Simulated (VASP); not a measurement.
C: single point with r2SCAN

The system is C, a slab with vacuum.

```xyz
2
Lattice="2.4562 0.0000 0.0000 -1.2281 2.1271 0.0000 0.0000 0.0000 8.5238" Properties=species:S:1:pos:R:3 pbc="T T T"
C     0.0000    1.4181    0.0000
C     1.2281    0.7090    0.0000
```

- Program: VASP 6.6.1
- Task: single point
- Functional: r2SCAN
- Potentials or basis: VASP PAW PBE potentials, release 64 (C)
- Cutoff: 520 eV
- k mesh: 12 × 12 × 2
- Occupations: gaussian, width 0.1 eV
- Spin: no spin polarisation
- Dipole correction: no
- Further INCAR settings: ALGO = Normal; EDIFF = 1e-07; NBANDS = 11

The band gap on the k mesh is zero (filled and empty bands touch).

Levels at points of the mesh, in eV from the Fermi level:
```csv
k point,band 1,band 2,band 3,band 4,band 5,band 6,band 7,band 8,band 9
"(0.00, 0.00, 0.00)",-20.87,-8.15,-3.24,-3.24,3.38,5.82,7.32,8.71,8.71
"(0.50, 0.00, 0.00)",-15.34,-14.11,-6.85,-2.54,1.81,7.76,11.48,11.57,13.28
"(0.00, 0.00, 0.50)",-20.87,-8.15,-3.24,-3.24,4.13,4.19,8.71,8.71,9.48
"(0.50, 0.00, 0.50)",-15.34,-14.11,-6.85,-2.54,1.81,7.76,12.07,12.20,12.22
```

Wall time 40 s on 1 thread of AMD EPYC 9R45 96-Core Processor (Zen 5), with other jobs on the host, peak memory 0.13 GiB.

Caveat: the k points lie up to 0.37 Å⁻¹ apart.
